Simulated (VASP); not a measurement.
The system is Se.

```
Se
1.0
     4.21935    0.00000    0.00000
    -2.10967    3.65406    0.00000
     0.00000    0.00000    6.96193
Se
4
Direct
  0.33333 0.66667 0.43750
  0.66667 0.33333 0.93750
  0.66667 0.33333 0.56250
  0.33333 0.66667 0.06250
```

```yaml
Program: VASP 6.6.1
Task: relaxation of cell and atoms
Functional: r2SCAN
Potentials_or_basis: VASP PAW PBE potentials, release 64 (Se)
Cutoff: 600 eV
k_mesh: 6 × 6 × 4
Occupations: gaussian, width 0.1 eV
Spin: no spin polarisation
```

At the start: pressure 8.7 GPa; volume 26.83 Å³/atom.

Where does the relaxation end?

Over 19 steps the energy falls by 460.2 meV/atom and the volume is 37.80 Å³/atom (+40.9 %); space group P6_3/mmc (No. 194, to 0.05 Å).

The path:
| step | energy change (eV) | largest force (eV/Å) | pressure (GPa) | volume (Å³) |
| --- | --- | --- | --- | --- |
| 1 | 0.0000 | 0.8515 | 8.66 | 107.34 |
| 2 | -0.7597 | 1.4802 | -1.69 | 131.41 |
| 3 | -0.7645 | 1.4997 | -2.13 | 133.36 |
| 4 | -1.5484 | 0.8971 | -2.26 | 139.49 |
| 5 | -1.5478 | 0.9391 | 2.15 | 149.63 |
| 6 | -1.7642 | 0.4191 | -0.03 | 145.49 |
| 7 | -1.7777 | 0.1910 | -0.62 | 144.16 |
| 8 | -1.8090 | 0.2430 | 0.55 | 140.58 |
| 9 | -1.8096 | 0.2445 | 0.77 | 140.01 |
| 10 | -1.8263 | 0.0498 | 0.45 | 141.63 |
| 11 | -1.8263 | 0.0586 | 0.44 | 141.68 |
| 12 | -1.8297 | 0.0677 | -0.10 | 143.96 |
| 13 | -1.8297 | 0.0675 | -0.09 | 143.91 |
| 14 | -1.8332 | 0.0084 | -0.01 | 144.88 |
| 15 | -1.8355 | 0.0866 | 0.12 | 146.45 |
| 16 | -1.8384 | 0.0477 | 0.02 | 148.11 |
| 17 | -1.8405 | 0.0302 | -0.15 | 151.11 |
| 18 | -1.8396 | 0.0012 | 0.30 | 151.40 |
| 19 | -1.8409 | 0.0190 | 0.01 | 151.22 |

Final structure:
```cif
data_structure
_symmetry_space_group_name_H-M 'P 1'
_symmetry_Int_Tables_number 1
_cell_length_a 4.2787
_cell_length_b 4.2787
_cell_length_c 9.5379
_cell_angle_alpha 90.000
_cell_angle_beta 90.000
_cell_angle_gamma 120.000
_cell_volume 151.22
loop_
_atom_site_label
_atom_site_type_symbol
_atom_site_fract_x
_atom_site_fract_y
_atom_site_fract_z
_atom_site_occupancy
Se1 Se 0.33333 0.66667 0.46456 1
Se2 Se 0.66667 0.33333 0.96456 1
Se3 Se 0.66667 0.33333 0.53544 1
Se4 Se 0.33333 0.66667 0.03544 1
```

Caveat: the volume moved by over 15 % at a fixed basis, so the end points are rough; the PAW data sets were made with another functional, which shifts forces and pressure a little.
